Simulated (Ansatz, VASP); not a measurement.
# One calculation of InB3As4, two programs

```
B In As
1.0
     3.57456    0.00000    0.00000
     0.00000    3.69362    5.24376
     0.00000   -3.69362    5.24376
B In As
3 1 4
Direct
  0.00000 0.99574 0.99574
  0.50000 0.99091 0.51427
  0.50000 0.51427 0.99091
  0.00000 0.49407 0.49407
  0.50000 0.12261 0.12261
  0.00000 0.08682 0.64141
  0.00000 0.64141 0.08682
  0.50000 0.65418 0.65418
```

Alike in both runs: task single point; functional r2SCAN; k mesh 8 × 4 × 4; occupations fermi-dirac, width 0.02 eV; no spin polarisation.

|  | VASP | Ansatz |
| --- | --- | --- |
| version | VASP 6.6.1 | Ansatz 0.2.0 |
| potentials or method | VASP PAW PBE potentials, release 64 (B, In_d, As) | plane waves, PAW |
| plane-wave cutoff (eV) | 520 | 500 |
| valence electrons in the cell | 42 | 82 |

Ansatz gave:

- pressure (GPa): 0.0
- rms of the force components (eV/Å): 0.005

What did VASP give for the same quantities?

Pressure (GPa): 0.1; rms of the force components (eV/Å): 0.010.

VASP's potentials were made for PBE, not for r2SCAN. Atom by atom the forces differ by 0.008 eV/Å (rms over components). VASP's potentials hold 42 valence electrons a cell and Ansatz's 82, so a difference there can come from the potentials and not from the codes.
